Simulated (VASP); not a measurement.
A run of VASP 6.6.1 is set up as follows.

The input POSCAR:

```
Ti3O
1.0
    2.9357969426      0.0000000000      0.0000000000
   -1.4678984713      2.5424747326      0.0000000000
    0.0000000000      0.0000000000     23.6361929063
Ti O
3 1
Direct
    0.3333333334      0.6666666667      0.3596179822
    0.6666666667      0.3333333333      0.4531964183
    0.3333333334      0.6666666667      0.5467425953
    0.5833333334      1.1666666667      0.5926365766
```

Contents of INCAR.step1:

```
PREC = Accurate
ENCUT = 520
ISMEAR = 0
SIGMA = 0.1
LREAL = False
LASPH = True
NELM = 60
LDIPOL = True
IDIPOL = 3
DIPOL = 0.5 0.5 0.488
NBANDS = 29
GGA = PE
ALGO = Normal
EDIFF = 1E-4
LWAVE = True
LCHARG = False
```

INCAR.step2

```
PREC = Accurate
ENCUT = 520
EDIFF = 1E-7
ISMEAR = 0
SIGMA = 0.1
LREAL = False
LASPH = True
NELM = 60
ALGO = Normal
ISIF = 2
LWAVE = False
LCHARG = True
LDIPOL = True
IDIPOL = 3
DIPOL = 0.5 0.5 0.488
METAGGA = R2SCAN
LMIXTAU = True
LELF = True
LVHAR = True
LVACPOTAV = True
NBANDS = 29
ISTART = 1
```

Contents of KPOINTS:

```
Automatic mesh
0
Gamma
  12 12 1
```

Potentials or basis: VASP PAW PBE potentials, release 64 (Ti_sv, O).

Launch:

```bash
$ cat potpaw_PBE.64/Ti_sv/POTCAR potpaw_PBE.64/O/POTCAR > POTCAR
$ cp INCAR.step1 INCAR
$ mpirun -np 1 vasp_std > vasp.out
$ cp INCAR.step2 INCAR
$ mpirun -np 1 vasp_std > vasp.out
```

(1) What does it give for the largest force?

(2) What does it give for the band gap on the k mesh?

Answers

(1) 3.755 eV/Å.

(2) zero (band 21 reaches -0.35 eV, above the bottom of band 22 at -1.27 eV).

Caveat: the PAW data sets were made with another functional, which shifts forces and pressure a little.
